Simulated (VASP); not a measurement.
# Cs (Cmce) in VASP: single point with PBEsol

Aim: the single point of Cs with PBEsol.

Program: VASP 6.6.1. These are calculated values, not measurements. Logs are shortened: lines on timing, memory, paths and dates and some standing lists are left out, and cuts for length are marked.

## 1. The cell of the first run

The structure is orthorhombic, space group Cmce (No. 64). Conventional cell: a = 8.750 Å, b = 18.456 Å, c = 5.563 Å, α = 90.00°, β = 90.00°, γ = 90.00°.

## 2. Single point, PBEsol

INCAR reads:

```
SYSTEM = Cs
ALGO = Fast ; EDIFF = 1E-6
ENCUT = 520 ; GGA = PS
ISIF = 2 ; ISMEAR = 0
LASPH = .TRUE. ; LCHARG = .FALSE.
LREAL = .FALSE. ; LWAVE = .FALSE.
NBANDS = 26 ; NELM = 80
PREC = Accurate ; SIGMA = 0.1
```

KPOINTS reads:

```
k-points
0
G
  6 6 8
  0 0 0
```

POSCAR reads:

```
Cs
1.0
    4.3751929570     -9.2282201091      0.0000000000
    4.3751929570      9.2282201091      0.0000000000
    0.0000000000      0.0000000000      5.5628402014
Cs
4
Direct
    0.1318694993      0.8681305007      0.0017258897
    0.6318694993      0.3681305007      0.4982741103
    0.8681305007      0.1318694993      0.9982741103
    0.3681305007      0.6318694993      0.5017258897
```

Potentials or basis: VASP PAW PBE potentials, release 64 (Cs_sv).

The run is started by

```
$ cat potpaw_PBE.64/Cs_sv/POTCAR > POTCAR
$ mpirun -np 1 vasp_std > vasp.out
```

OUTCAR:

```text
SYSTEM = Cs
   EDIFF = 1E-6
   ENCUT = 520
   GGA = PS
   ISIF = 2
   ISMEAR = 0
   LASPH = .TRUE.
   LREAL = .FALSE.
   NELM = 80
   PREC = Accurate

 ion  position               nearest neighbor table
   1  0.132  0.868  0.002-
   2  0.632  0.368  0.498-
   3  0.868  0.132  0.998-
   4  0.368  0.632  0.502-

  LATTYP: Found a base centered orthorhombic cell.
 ALAT       =     8.7503859140
 B/A-ratio  =     2.1092144278
 C/A-ratio  =     0.6357251276

  Lattice vectors:

 A1 = (   4.3751929570,  -9.2282201091,   0.0000000000)
 A2 = (   4.3751929570,   9.2282201091,   0.0000000000)
 A3 = (   0.0000000000,   0.0000000000,   5.5628402014)

Analysis of symmetry for initial positions (statically):
=====================================================================
 Subroutine PRICEL returns:
 Original cell was already a primitive cell.

 Routine SETGRP: Setting up the symmetry group for a
 base centered orthorhombic supercell.

 Subroutine GETGRP returns: Found  8 space group operations
 (whereof  4 operations were pure point group operations)
 out of a pool of  8 trial point group operations.

The static configuration has the point symmetry C_2h.
 The point group associated with its full space group is D_2h.

Analysis of symmetry for dynamics (positions and initial velocities):
=====================================================================
 Subroutine PRICEL returns:
 Original cell was already a primitive cell.

 Routine SETGRP: Setting up the symmetry group for a
 base centered orthorhombic supercell.

 Subroutine GETGRP returns: Found  8 space group operations
 (whereof  4 operations were pure point group operations)
 out of a pool of  8 trial point group operations.

The dynamic configuration has the point symmetry C_2h.
 The point group associated with its full space group is D_2h.

 Subroutine INISYM returns: Found  8 space group operations
 (whereof  4 operations are pure point group operations),
 and found     1 'primitive' translations

----------------------------------------------------------------------------------------

                                     Primitive cell

  volume of cell :     449.2021

  direct lattice vectors                    reciprocal lattice vectors
     4.375192957 -9.228220109  0.000000000     0.114280674 -0.054181629  0.000000000
     4.375192957  9.228220109  0.000000000     0.114280674  0.054181629  0.000000000
     0.000000000  0.000000000  5.562840201     0.000000000  0.000000000  0.179764287

  length of vectors
    10.212852677 10.212852677  5.562840201     0.126474193  0.126474193  0.179764287

  position of ions in fractional coordinates (direct lattice)
     0.131869499  0.868130501  0.001725890
     0.631869499  0.368130501  0.498274110
     0.868130501  0.131869499  0.998274110
     0.368130501  0.631869499  0.501725890

  ion indices of the primitive-cell ions
   primitive index   ion index
                 1           1
                 2           2
                 3           3
                 4           4

----------------------------------------------------------------------------------------

 KPOINTS: k-points

Automatic generation of k-mesh.
 Grid dimensions read from file:
 generate k-points for:    6    6    8

 Generating k-lattice:

  Cartesian coordinates                     Fractional coordinates (reciprocal lattice)
     0.019046779 -0.009030272  0.000000000     0.166666667  0.000000000  0.000000000
     0.019046779  0.009030272  0.000000000     0.000000000  0.166666667  0.000000000
     0.000000000  0.000000000  0.022470536     0.000000000  0.000000000  0.125000000

  Length of vectors
     0.021079032  0.021079032  0.022470536

  Shift w.r.t. Gamma in fractional coordinates (k-lattice)
     0.000000000  0.000000000  0.000000000

 Subroutine IBZKPT returns following result:
 ===========================================

 Found     65 irreducible k-points:

 Following reciprocal coordinates:
            Coordinates               Weight
  0.000000  0.000000  0.000000      1.000000
  0.166667 -0.000000  0.000000      4.000000
  0.333333 -0.000000  0.000000      4.000000
  0.500000 -0.000000  0.000000      2.000000
  0.166667  0.166667  0.000000      2.000000
  0.333333  0.166667  0.000000      4.000000
[... 16 lines left out ...]
  0.333333  0.333333  0.125000      4.000000
  0.500000  0.333333  0.125000      8.000000
 [... further k-points ...]
   k-points           NKPTS =     65   k-points in BZ     NKDIM =     65   number of bands    NBANDS=     26
   number of dos      NEDOS =    301   number of ions     NIONS =      4
   total plane-waves  NPLWV = 268800
   dimension x,y,z NGX =    80 NGY =   80 NGZ =   42
   dimension x,y,z NGXF=   160 NGYF=  160 NGZF=   84
   ions per type =               4
   NGX,Y,Z   is equivalent  to a cutoff of  13.02, 13.02, 12.55 a.u.
   NGXF,Y,Z  is equivalent  to a cutoff of  26.04, 26.04, 25.10 a.u.
 SYSTEM =  Cs
   PREC   = accura    normal or accurate (medium, high low for compatibility)
   ISTART =      0    job   : 0-new  1-cont  2-samecut
   ICHARG =      2    charge: 1-file 2-atom 10-const
   ISPIN  =      1    spin polarized calculation?
   LNONCOLLINEAR =      F non collinear calculations
   LSORBIT =      F    spin-orbit coupling
   LASPH  =      T    aspherical Exc in radial PAW
   ENCUT  =  520.0 eV  38.22 Ry    6.18 a.u.  18.99 18.99 10.34*2*pi/ulx,y,z
   NELM   =     80;   NELMIN=  2; NELMDL= -5     # of ELM steps
   EDIFF  = 0.1E-05   stopping-criterion for ELM
   LREAL  =      F    real-space projection
   EDIFFG = 0.1E-04   stopping-criterion for IOM
   NSW    =      0    number of steps for IOM
   IBRION =     -1    ionic relax: 0-MD 1-quasi-New 2-CG
   NFREE  =      0    steps in history (QN), initial steepest desc. (CG)
   ISIF   =      2    stress and relaxation
   ISYM   =      2    0-nonsym 1-usesym 2-fastsym
   POTIM  = 0.5000    time-step for ionic-motion
   TEBEG  =    0.0;   TEEND  =   0.0 temperature during run
   PSTRESS=    0.0 pullay stress
   NELECT =      36.0000    total number of electrons
   NUPDOWN=      -1.0000    fix difference up-down
   EMIN   =  10.00;   EMAX   =-10.00  energy-range for DOS
   EFERMI =   0.00;   METHOD = LEGACY
   ISMEAR =     0;   SIGMA  =   0.10  broadening in eV -4-tet -1-fermi 0-gaus
   EFERMI_NEDOS =   21; number of points for ismear=-14 and -15
   IALGO  =     68    algorithm
   IMIX   =      4    mixing-type and parameters
     AMIX     =   0.40;   BMIX     =  1.00
     AMIX_MAG =   1.60;   BMIX_MAG =  1.00
  volume/ion in A,a.u.               =     112.30       757.84
  Fermi-wavevector in a.u.,A,eV,Ry     =   0.705822  1.333810  6.778211  0.498184
  Thomas-Fermi vector in A             =   1.791437
   LORBIT       =      0    0 simple, 1 ext, 2 COOP (PROOUT), +10 PAW based schemes
   GGA     = PS    functional components
   LHFCALC =     F    Hartree Fock is set to
   AEXX    =    0.0000 exact exchange contribution
   IVDW    =     0    specifies the selected vdW correction
   LEPSILON=     F    determine dielectric tensor
   LRPA    =     F    only Hartree local field effects (RPA)
 non-spin polarized calculation
 RMM-DIIS sequential band-by-band and
 Gauss-broadening in eV      SIGMA  =   0.10
  energy-cutoff  :      520.00
  volume of cell :      449.20
 maximum number of plane-waves:     12156
 NGX is ok and might be reduce to    80
   NGX = 37   NGY = 37   NGZ = 21

 number of electron      36.0000000 magnetization

 Free energy of the ion-electron system (eV)
  ---------------------------------------------------
  ext. energy  EPLUGINS =         0.00000000
  ---------------------------------------------------
  free energy    TOTEN  =        -3.66062222 eV

  energy without entropy =       -3.63457512  energy(sigma->0) =       -3.64759867

 E-fermi :   0.4348     XC(G=0):  -5.5328

 val. band max:        0.4320743686   @ k =   0.5000  -0.0000   0.5000
 cond. band min:       0.4358568943   @ k =   0.5000   0.1667   0.5000
 fundamental gap:      0.0037825257
 Fermi energy:         0.4347838123

 k-point     1 :       0.0000    0.0000    0.0000
  band No.  band energies     occupation
      1     -23.4357      2.00000
      2     -23.4263      2.00000
      3     -23.4231      2.00000
      4     -23.4223      2.00000
      5     -10.3353      2.00000
      6     -10.2993      2.00000
[... 18 lines left out ...]
     25       2.3027      0.00000
     26       2.5234      0.00000

 k-point     2 :       0.1667   -0.0000    0.0000
  band No.  band energies     occupation
      1     -23.4350      2.00000
      2     -23.4259      2.00000
      3     -23.4244      2.00000
      4     -23.4221      2.00000
      5     -10.3296      2.00000
      6     -10.2908      2.00000
[... 18 lines left out ...]
     25       2.3225      0.00000
     26       2.5774      0.00000

 k-point     3 :       0.3333   -0.0000    0.0000
  band No.  band energies     occupation
      1     -23.4329      2.00000
      2     -23.4270      2.00000
      3     -23.4249      2.00000
      4     -23.4225      2.00000
      5     -10.3139      2.00000
      6     -10.2679      2.00000
[... 18 lines left out ...]
     25       2.5118      0.00000
     26       2.5546      0.00000

 k-point     4 :       0.5000   -0.0000    0.0000
  band No.  band energies     occupation
      1     -23.4301      2.00000
      2     -23.4301      2.00000
      3     -23.4236      2.00000
      4     -23.4236      2.00000
      5     -10.2914      2.00000
      6     -10.2914      2.00000
[... 18 lines left out ...]
     25       2.4372      0.00000
     26       2.4655      0.00000
[... 496 lines left out ...]
      1     -23.4344      2.00000
      2     -23.4265      2.00000
      3     -23.4249      2.00000
      4     -23.4206      2.00000
      5     -10.3188      2.00000
      6     -10.2979      2.00000
[... 18 lines left out ...]
     25       2.3146      0.00000
     26       2.4240      0.00000

 k-point    23 :       0.3333    0.3333    0.1250
  band No.  band energies     occupation
      1     -23.4290      2.00000
      2     -23.4289      2.00000
      3     -23.4282      2.00000
      4     -23.4204      2.00000
      5     -10.3061      2.00000
      6     -10.2712      2.00000
[... 18 lines left out ...]
     25       2.2636      0.00000
     26       2.4251      0.00000

 k-point    24 :       0.5000    0.3333    0.1250
  band No.  band energies     occupation
      1     -23.4311      2.00000
      2     -23.4287      2.00000
      3     -23.4274      2.00000
      4     -23.4192      2.00000
      5     -10.2998      2.00000
      6     -10.2931      2.00000
[... 18 lines left out ...]
     25       2.2984      0.00000
     26       2.3736      0.00000

 [... further k-points ...]

------------------------ aborting loop because EDIFF is reached ----------------------------------------

  FORCE on cell =-STRESS in cart. coord.  units (eV):
  Direction    XX          YY          ZZ          XY          YZ          ZX
  --------------------------------------------------------------------------------------
  -------------------------------------------------------------------------------------
  Total       -0.0429237      0.0507280     -0.1045271      0.0000000      0.0000000      0.0000000
  in kB       -0.1530967      0.1809323     -0.3728187      0.0000000      0.0000000      0.0000000
  external PRESSURE =      -0.1149943 kB  Pullay stress =       0.0000000 kB

 VOLUME and BASIS-vectors are now :
 -----------------------------------------------------------------------------
  energy-cutoff  :      520.00
  volume of cell :      449.20
      direct lattice vectors                 reciprocal lattice vectors
     4.375192957 -9.228220109  0.000000000     0.114280674 -0.054181629  0.000000000
     4.375192957  9.228220109  0.000000000     0.114280674  0.054181629  0.000000000
     0.000000000  0.000000000  5.562840201     0.000000000  0.000000000  0.179764287

 POSITION                                       TOTAL-FORCE (eV/Angst)
 -----------------------------------------------------------------------------------
      4.37519      6.79438      0.00960         0.000000      0.002450     -0.001396
      4.37519     -2.43384      2.77182         0.000000      0.002450      0.001396
      4.37519     -6.79438      5.55324         0.000000     -0.002450      0.001396
      4.37519      2.43384      2.79102         0.000000     -0.002450     -0.001396
 -----------------------------------------------------------------------------------
    total drift:                                0.000000     -0.000000      0.000000

  FREE ENERGIE OF THE ION-ELECTRON SYSTEM (eV)
  ---------------------------------------------------
  free  energy   TOTEN  =        -3.6606222233 eV

  energy  without entropy=       -3.6345751217  energy(sigma->0) =       -3.64759867
```

Wall time 23 min (1 thread of Oxide Virtual Turin-like, shared host); peak memory 0.88 GiB.

Results:

- Free energy: -3.6606 eV
- Pressure: 0.0 GPa
- Band gap on the k mesh: zero (bands 18 and 19 overlap by 1.00 eV)

Forces in eV/Å, atoms in the order of the input:
```
Cs   0.000  0.002 -0.001
Cs   0.000  0.002  0.001
Cs   0.000 -0.002  0.001
Cs   0.000 -0.002 -0.001
```

Caveat: the PAW data sets were made with another functional, which shifts forces and pressure a little; spin-orbit coupling is left out, which moves the levels of the heavy elements.
